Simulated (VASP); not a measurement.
# Ir (Pm-3m) in VASP: further runs

Runs on Ir. Level: LDA. Tasks: single point.

Program: VASP 6.6.1. These are calculated values, not measurements. Logs are shortened: lines on timing, memory, paths and dates and some standing lists are left out, and cuts for length are marked.

## (1) The cell of the first run

The structure is cubic, space group Pm-3m (No. 221). Conventional cell: a = 2.528 Å, b = 2.528 Å, c = 2.528 Å, α = 90.00°, β = 90.00°, γ = 90.00°. Ir (site symmetry m-3m) has 6 Ir at 2.53 Å within 3.3 Å.

This isn't the form of Ir at room conditions, which is fcc.

## (2) Single point, LDA (16.16 Å³/atom)

INCAR

```
PREC = Accurate ; ENCUT = 520
EDIFF = 1E-7 ; ISMEAR = -1
SIGMA = 0.1 ; LREAL = False
LASPH = True ; NELM = 80
ALGO = Normal ; ISIF = 2
LWAVE = False ; LCHARG = False
NBANDS = 10
```

KPOINTS

```
Automatic mesh
0
Gamma
  14 14 14
```

POSCAR

```
Ir
1.0
    2.5280435852      0.0000000000      0.0000000000
    0.0000000000      2.5280435852      0.0000000000
    0.0000000000      0.0000000000      2.5280435852
Ir
1
Direct
    0.0000000000      0.0000000000      0.0000000000
```

Potentials or basis: VASP PAW LDA potentials, release 64 (Ir).

The run is started by

```
$ cat potpaw_LDA.64/Ir/POTCAR > POTCAR
$ mpirun -np 1 vasp_std > vasp.out
```

OUTCAR:

```text
PREC = Accurate
   ENCUT = 520
   EDIFF = 1E-7
   ISMEAR = -1
   LREAL = False
   LASPH = True
   NELM = 80
   ISIF = 2

 ion  position               nearest neighbor table
   1  0.000  0.000  0.000-

  LATTYP: Found a simple cubic cell.
 ALAT       =     2.5280435852

  Lattice vectors:

 A1 = (   2.5280435852,   0.0000000000,   0.0000000000)
 A2 = (   0.0000000000,   2.5280435852,   0.0000000000)
 A3 = (   0.0000000000,   0.0000000000,   2.5280435852)

Analysis of symmetry for initial positions (statically):
=====================================================================
 Subroutine PRICEL returns:
 Original cell was already a primitive cell.

 Routine SETGRP: Setting up the symmetry group for a
 simple cubic supercell.

 Subroutine GETGRP returns: Found 48 space group operations
 (whereof 48 operations were pure point group operations)
 out of a pool of 48 trial point group operations.

The static configuration has the point symmetry O_h .

Analysis of symmetry for dynamics (positions and initial velocities):
=====================================================================
 Subroutine PRICEL returns:
 Original cell was already a primitive cell.

 Routine SETGRP: Setting up the symmetry group for a
 simple cubic supercell.

 Subroutine GETGRP returns: Found 48 space group operations
 (whereof 48 operations were pure point group operations)
 out of a pool of 48 trial point group operations.

The dynamic configuration has the point symmetry O_h .

 Subroutine INISYM returns: Found 48 space group operations
 (whereof 48 operations are pure point group operations),
 and found     1 'primitive' translations

----------------------------------------------------------------------------------------

                                     Primitive cell

  volume of cell :      16.1567

  direct lattice vectors                    reciprocal lattice vectors
     2.528043585  0.000000000  0.000000000     0.395562800  0.000000000  0.000000000
     0.000000000  2.528043585  0.000000000     0.000000000  0.395562800  0.000000000
     0.000000000  0.000000000  2.528043585     0.000000000  0.000000000  0.395562800

  length of vectors
     2.528043585  2.528043585  2.528043585     0.395562800  0.395562800  0.395562800

  position of ions in fractional coordinates (direct lattice)
     0.000000000  0.000000000  0.000000000

  ion indices of the primitive-cell ions
   primitive index   ion index
                 1           1

----------------------------------------------------------------------------------------

 KPOINTS: Automatic mesh

Automatic generation of k-mesh.
 Grid dimensions read from file:
 generate k-points for:   14   14   14

 Generating k-lattice:

  Cartesian coordinates                     Fractional coordinates (reciprocal lattice)
     0.028254486  0.000000000  0.000000000     0.071428571  0.000000000  0.000000000
     0.000000000  0.028254486  0.000000000     0.000000000  0.071428571  0.000000000
     0.000000000  0.000000000  0.028254486     0.000000000  0.000000000  0.071428571

  Length of vectors
     0.028254486  0.028254486  0.028254486

  Shift w.r.t. Gamma in fractional coordinates (k-lattice)
     0.000000000  0.000000000  0.000000000

 Subroutine IBZKPT returns following result:
 ===========================================

 Found    120 irreducible k-points:

 Following reciprocal coordinates:
            Coordinates               Weight
  0.000000  0.000000  0.000000      1.000000
  0.071429  0.000000  0.000000      6.000000
  0.142857  0.000000  0.000000      6.000000
  0.214286  0.000000  0.000000      6.000000
  0.285714  0.000000  0.000000      6.000000
  0.357143  0.000000  0.000000      6.000000
[... 16 lines left out ...]
  0.285714  0.214286  0.000000     24.000000
  0.357143  0.214286  0.000000     24.000000
 [... further k-points ...]
   k-points           NKPTS =    120   k-points in BZ     NKDIM =    120   number of bands    NBANDS=     10
   number of dos      NEDOS =    301   number of ions     NIONS =      1
   total plane-waves  NPLWV =   8000
   dimension x,y,z NGX =    20 NGY =   20 NGZ =   20
   dimension x,y,z NGXF=    40 NGYF=   40 NGZF=   40
   ions per type =               1
   NGX,Y,Z   is equivalent  to a cutoff of  13.15, 13.15, 13.15 a.u.
   NGXF,Y,Z  is equivalent  to a cutoff of  26.30, 26.30, 26.30 a.u.
 SYSTEM =  unknown system
   PREC   = accura    normal or accurate (medium, high low for compatibility)
   ISTART =      0    job   : 0-new  1-cont  2-samecut
   ICHARG =      2    charge: 1-file 2-atom 10-const
   ISPIN  =      1    spin polarized calculation?
   LNONCOLLINEAR =      F non collinear calculations
   LSORBIT =      F    spin-orbit coupling
   LASPH  =      T    aspherical Exc in radial PAW
   ENCUT  =  520.0 eV  38.22 Ry    6.18 a.u.   4.70  4.70  4.70*2*pi/ulx,y,z
   NELM   =     80;   NELMIN=  2; NELMDL= -5     # of ELM steps
   EDIFF  = 0.1E-06   stopping-criterion for ELM
   LREAL  =      F    real-space projection
   EDIFFG = 0.1E-05   stopping-criterion for IOM
   NSW    =      0    number of steps for IOM
   IBRION =     -1    ionic relax: 0-MD 1-quasi-New 2-CG
   NFREE  =      0    steps in history (QN), initial steepest desc. (CG)
   ISIF   =      2    stress and relaxation
   ISYM   =      2    0-nonsym 1-usesym 2-fastsym
   POTIM  = 0.5000    time-step for ionic-motion
   TEBEG  =    0.0;   TEEND  =   0.0 temperature during run
   PSTRESS=    0.0 pullay stress
   NELECT =       9.0000    total number of electrons
   NUPDOWN=      -1.0000    fix difference up-down
   EMIN   =  10.00;   EMAX   =-10.00  energy-range for DOS
   EFERMI =   0.00;   METHOD = LEGACY
   ISMEAR =    -1;   SIGMA  =   0.10  broadening in eV -4-tet -1-fermi 0-gaus
   EFERMI_NEDOS =   21; number of points for ismear=-14 and -15
   IALGO  =     38    algorithm
   IMIX   =      4    mixing-type and parameters
     AMIX     =   0.40;   BMIX     =  1.00
     AMIX_MAG =   1.60;   BMIX_MAG =  1.00
  volume/ion in A,a.u.               =      16.16       109.03
  Fermi-wavevector in a.u.,A,eV,Ry     =   1.347011  2.545482 24.686933  1.814438
  Thomas-Fermi vector in A             =   2.474796
   LORBIT       =      0    0 simple, 1 ext, 2 COOP (PROOUT), +10 PAW based schemes
   GGA     = CA    functional components
   LHFCALC =     F    Hartree Fock is set to
   AEXX    =    0.0000 exact exchange contribution
   IVDW    =     0    specifies the selected vdW correction
   LEPSILON=     F    determine dielectric tensor
   LRPA    =     F    only Hartree local field effects (RPA)
 non-spin polarized calculation
  energy-cutoff  :      520.00
  volume of cell :       16.16
 maximum number of plane-waves:       461
 NGX is ok and might be reduce to    20
   NGX =  9   NGY =  9   NGZ =  9

 number of electron       9.0000001 magnetization

 Free energy of the ion-electron system (eV)
  ---------------------------------------------------
  ext. energy  EPLUGINS =         0.00000000
  ---------------------------------------------------
  free energy    TOTEN  =        -9.27277343 eV

  energy without entropy =       -9.22888536  energy(sigma->0) =       -9.25082940

 E-fermi :   8.0429     XC(G=0): -13.2236

 val. band max:        8.0186980335   @ k =   0.1429   0.1429   0.0714
 cond. band min:       8.0978028863   @ k =   0.3571   0.2857   0.0000
 fundamental gap:      0.0791048528
 Fermi energy:         8.0428716344

 k-point     1 :       0.0000    0.0000    0.0000
  band No.  band energies     occupation
      1      -1.5089      2.00000
      2       1.6345      2.00000
      3       1.6345      2.00000
      4       9.4493      0.00000
      5       9.4493      0.00000
      6       9.4493      0.00000
      7      23.9081      0.00000
      8      23.9081      0.00000
      9      23.9081      0.00000
     10      30.1724      0.00000

 k-point     2 :       0.0714    0.0000    0.0000
  band No.  band energies     occupation
      1      -1.3437      2.00000
      2       1.6697      2.00000
      3       1.8001      2.00000
      4       9.2576      0.00001
      5       9.2576      0.00001
      6       9.4640      0.00000
      7      22.8783      0.00000
      8      24.2240      0.00000
      9      24.2240      0.00000
     10      30.8499      0.00000

 k-point     3 :       0.1429    0.0000    0.0000
  band No.  band energies     occupation
      1      -0.8935      2.00000
      2       1.7699      2.00000
      3       2.3096      2.00000
      4       8.7551      0.00161
      5       8.7551      0.00161
      6       9.5050      0.00000
      7      20.8640      0.00000
      8      25.0866      0.00000
      9      25.0866      0.00000
     10      29.9164      0.00000

 k-point     4 :       0.2143    0.0000    0.0000
  band No.  band energies     occupation
      1      -0.2759      2.00000
      2       1.9186      2.00000
      3       3.1763      2.00000
      4       8.1018      0.71367
      5       8.1018      0.71367
      6       9.5649      0.00000
      7      18.7892      0.00000
      8      26.3032      0.00000
      9      26.3032      0.00000
     10      28.0873      0.00000
[... 222 lines left out ...]
 k-point    22 :       0.2143    0.2143    0.0000
  band No.  band energies     occupation
      1       0.8886      2.00000
      2       2.9094      2.00000
      3       3.9233      2.00000
      4       6.7591      1.99999
      5       8.1347      0.57065
      6       8.4170      0.04636
      7      20.4767      0.00000
      8      20.8988      0.00000
      9      28.3287      0.00000
     10      28.8190      0.00000

 k-point    23 :       0.2857    0.2143    0.0000
  band No.  band energies     occupation
      1       1.4137      2.00000
      2       3.1749      2.00000
      3       4.6384      2.00000
      4       6.6493      2.00000
      5       7.6223      1.97061
      6       8.3995      0.05497
      7      18.5691      0.00000
      8      21.8130      0.00000
      9      27.6169      0.00000
     10      30.2464      0.00000

 k-point    24 :       0.3571    0.2143    0.0000
  band No.  band energies     occupation
      1       1.8642      2.00000
      2       3.2866      2.00000
      3       4.6993      2.00000
      4       7.1183      1.99981
      5       7.7459      1.90240
      6       8.4751      0.02620
      7      16.7085      0.00000
      8      22.9317      0.00000
      9      26.7933      0.00000
     10      31.0410      0.00000

 [... further k-points ...]

------------------------ aborting loop because EDIFF is reached ----------------------------------------

  FORCE on cell =-STRESS in cart. coord.  units (eV):
  Direction    XX          YY          ZZ          XY          YZ          ZX
  --------------------------------------------------------------------------------------
  -------------------------------------------------------------------------------------
  Total        0.0942975      0.0942975      0.0942975      0.0000000     -0.0000000     -0.0000000
  in kB        9.3509787      9.3509787      9.3509787      0.0000000     -0.0000000     -0.0000000
  external PRESSURE =       9.3509787 kB  Pullay stress =       0.0000000 kB

 VOLUME and BASIS-vectors are now :
 -----------------------------------------------------------------------------
  energy-cutoff  :      520.00
  volume of cell :       16.16
      direct lattice vectors                 reciprocal lattice vectors
     2.528043585  0.000000000  0.000000000     0.395562800  0.000000000  0.000000000
     0.000000000  2.528043585  0.000000000     0.000000000  0.395562800  0.000000000
     0.000000000  0.000000000  2.528043585     0.000000000  0.000000000  0.395562800

 POSITION                                       TOTAL-FORCE (eV/Angst)
 -----------------------------------------------------------------------------------
      0.00000      0.00000      0.00000         0.000000      0.000000      0.000000
 -----------------------------------------------------------------------------------
    total drift:                                0.000000      0.000000      0.000000

  FREE ENERGIE OF THE ION-ELECTRON SYSTEM (eV)
  ---------------------------------------------------
  free  energy   TOTEN  =        -9.2727734253 eV

  energy  without entropy=       -9.2288853649  energy(sigma->0) =       -9.25082940
```

Run time: 14 s. Hardware: 1 thread of Intel Xeon 8259CL, shared host; peak memory 0.14 GiB.

What came out:

```
Free energy            : -9.2728 eV
Pressure               : 0.9 GPa
Band gap on the k mesh : zero (an odd number of electrons rules out a gap without spin polarisation)
```

Caveat: spin-orbit coupling is left out, which moves the levels of the heavy elements.

## (3) Single point, LDA (16.80 Å³/atom)

This run uses another cell than the first one, of 16.80 Å³/atom.

INCAR

```
  PREC = Accurate
  ENCUT = 520
  EDIFF = 1E-6
  ISMEAR = -1
  SIGMA = 0.1
  LREAL = False
  LASPH = True
  NELM = 60
  ALGO = Normal
  ISIF = 2
  LWAVE = False
  LCHARG = False
  NBANDS = 10
```

KPOINTS

```
regular mesh
0
Gamma
  14 14 14
```

POSCAR

```
Ir
1.0
    2.5613111316      0.0000000000      0.0000000000
    0.0000000000      2.5613111316      0.0000000000
    0.0000000000      0.0000000000      2.5613111316
Ir
1
Direct
    0.0000000000      0.0000000000      0.0000000000
```

Potentials or basis: VASP PAW LDA potentials, release 64 (Ir).

The run is started by

```
$ cat potpaw_LDA.64/Ir/POTCAR > POTCAR
$ mpirun -np 1 vasp_std > vasp.out
```

It took 17 s on 1 thread of Intel Xeon 8259CL, shared host; peak memory 0.13 GiB.

Results (log left out):

```yaml
Free_energy: -9.2550 eV
Pressure: -9.5 GPa
Band_gap_on_the_k_mesh: zero (an odd number of electrons rules out a gap without spin polarisation)
```

Levels at points of the mesh, in eV from the Fermi level:
```
           k point  band 1  band 2  band 3  band 4  band 5  band 6  band 7  band 8
(0.00, 0.00, 0.00)   -9.20   -6.07   -6.07    1.31    1.31    1.31   15.60   15.60
(0.50, 0.00, 0.00)   -6.25   -5.34   -1.49   -1.49   -0.92    1.59    5.93   16.34
(0.50, 0.50, 0.00)   -6.48   -4.78   -0.96   -0.96    3.36    4.52    4.52   11.41
(0.50, 0.50, 0.50)   -5.23   -5.23   -5.23    3.55    3.55    9.27   10.79   10.79
```

Caveat: the cell stands under tension; spin-orbit coupling is left out, which moves the levels of the heavy elements.
